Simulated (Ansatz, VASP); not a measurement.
**One calculation of Pt, two programs**

File INCAR:

```
  ALGO = Normal
  EDIFF = 1E-6
  ENCUT = 500
  GGA = PE
  GGA_COMPAT = F
  ISIF = 2
  ISMEAR = 1
  LASPH = T
  LCHARG = T
  LMAXMIX = 4
  LORBIT = 11
  LORBMOM = T
  LREAL = F
  LSORBIT = T
  LVHAR = T
  LWAVE = F
  MAGMOM = 0 0 0
  NBANDS = 21
  NELM = 200
  PREC = Accurate
  SIGMA = 0.21
```

Contents of KPOINTS:

```
k-points
0
Gamma
  8 8 8
```

POSCAR

```
Pt
1.0
    0.0000000000      1.9785200000      1.9785200000
    1.9785200000      0.0000000000      1.9785200000
    1.9785200000      1.9785200000      0.0000000000
Pt
1
Direct
    0.0000000000      0.0000000000      0.0000000000
```

Input for Ansatz:

```yaml
crystal:
  lattice:
    - [0.0, 1.97852, 1.97852]
    - [1.97852, 0.0, 1.97852]
    - [1.97852, 1.97852, 0.0]
  atoms:
    - { symbol: Pt, position: [0.0, 0.0, 0.0] }
  symmetry: { tolerance: 0.0003 }
kpoints:
  mp_grid: { grid: [8, 8, 8], shift: [0, 0, 0] }
magnetization:
  noncollinear: true
  spin_orbit: true
scf:
  occupations: { method: cold, width: 0.21 }
  mixing: { preconditioner: local_kerker }
hamiltonian:
  pseudopotentials: { kind: paw_fr }
  xc: pbe
basis:
  ecutwfc: 420
output:
  forces: true
  stress: true
  eigenvalues: true
accuracy: high
```

Alike in both runs: task single point; functional PBE; k mesh 8 × 8 × 8; non-collinear spin, spin-orbit coupling.

```csv
,VASP,Ansatz
version,VASP 6.6.1,Ansatz 0.2.0
potentials or method,"VASP PAW PBE potentials, release 64 (Pt), cutoff 500 eV",PAW plane waves
occupations,"methfessel-paxton of order 1, width 0.21 eV","cold, width 0.21 eV"
valence electrons in the cell,10,18
```

```csv
,VASP,Ansatz,Ansatz less VASP
pressure (GPa),3.0,3.1,+0.16
net moment per atom (μB),0.00,0.00,0.000
```

VASP's potentials hold 10 valence electrons a cell and Ansatz's 18, so a difference there can come from the potentials and not from the codes.
